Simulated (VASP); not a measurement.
Ta, 2 atoms in the cell. Symmetry: Cmcm, No. 63, orthorhombic system. Conventional cell: a = 2.886 Å, b = 5.049 Å, c = 5.166 Å, α = 90.00°, β = 90.00°, γ = 90.00°. Ta (site symmetry m2m) has 12 Ta at 2.89 to 3.08 Å within 3.8 Å.  This cell differs from its parent crystal: strain -0.0050 x Voigt [1, -1, 0, 0, 0, 0].

- Program: VASP 6.6.1
- Task: single point
- Functional: PBEsol
- Potentials or basis: VASP PAW PBE potentials, release 64 (Ta_pv)
- Cutoff: 520 eV
- k mesh: 18 × 18 × 10
- Occupations: gaussian, width 0.15 eV
- Spin: no spin polarisation
- Dipole correction: no
- Further INCAR settings: ALGO = Fast; EDIFF = 1e-06; NBANDS = 18

Potentials or basis: VASP PAW PBE potentials, release 64 (Ta_pv).

Launch:

```console
$ cat potpaw_PBE.64/Ta_pv/POTCAR > POTCAR
$ mpirun -np 1 vasp_std > vasp.out
```

Hardware: 1 thread of Intel(R) Xeon(R) Platinum 8259CL CPU @ 2.50GHz (Skylake/Cascade Lake) (shared host).

Question: Estimate the wall time of this run.

Answer: Wall time 3.8 min on 1 thread of Intel(R) Xeon(R) Platinum 8259CL CPU @ 2.50GHz (Skylake/Cascade Lake), with other jobs on the host, peak memory 0.4 GiB. Counts: scf iterations 13, k points 546.
